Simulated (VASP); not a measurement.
The system is Na2Nb.

```
Na Nb
1.0
     0.00000    3.86621    3.86621
     3.86621    0.00000    3.86621
     3.86621    3.86621    0.00000
Na Nb
4 2
Direct
  0.62500 0.62500 0.62500
  0.12500 0.62500 0.62500
  0.62500 0.62500 0.12500
  0.62500 0.12500 0.62500
  0.00000 0.00000 0.00000
  0.25000 0.25000 0.25000
```

* Program: VASP 6.6.1
* Task: relaxation of cell and atoms
* Functional: PBE
* Potentials or basis: VASP PAW PBE potentials, release 64 (Na_pv, Nb_sv)
* Cutoff: 600 eV
* k mesh: 4 × 4 × 4
* Occupations: gaussian, width 0.1 eV
* Spin: no spin polarisation

At the start: pressure 6.3 GPa; volume 19.26 Å³/atom.

Task: How do energy, volume and symmetry change on relaxing?

Result: Over 3 steps the energy falls by 45.4 meV/atom and the volume is 21.87 Å³/atom (+13.5 %); space group Fd-3m (No. 227, to 0.1 Å) before and after.

The path:
| step | energy change (eV) | largest force (eV/Å) | pressure (GPa) | volume (Å³) |
| --- | --- | --- | --- | --- |
| 1 | 0.0000 | 0.0000 | 6.28 | 115.58 |
| 2 | -0.2670 | 0.0000 | 0.73 | 128.67 |
| 3 | -0.2723 | 0.0000 | -0.05 | 131.23 |

Final structure:
```
Na Nb
1.0
     0.00000    4.03337    4.03337
     4.03337    0.00000    4.03337
     4.03337    4.03337    0.00000
Na Nb
4 2
Direct
  0.62500 0.62500 0.62500
  0.12500 0.62500 0.62500
  0.62500 0.62500 0.12500
  0.62500 0.12500 0.62500
  0.00000 0.00000 0.00000
  0.25000 0.25000 0.25000
```
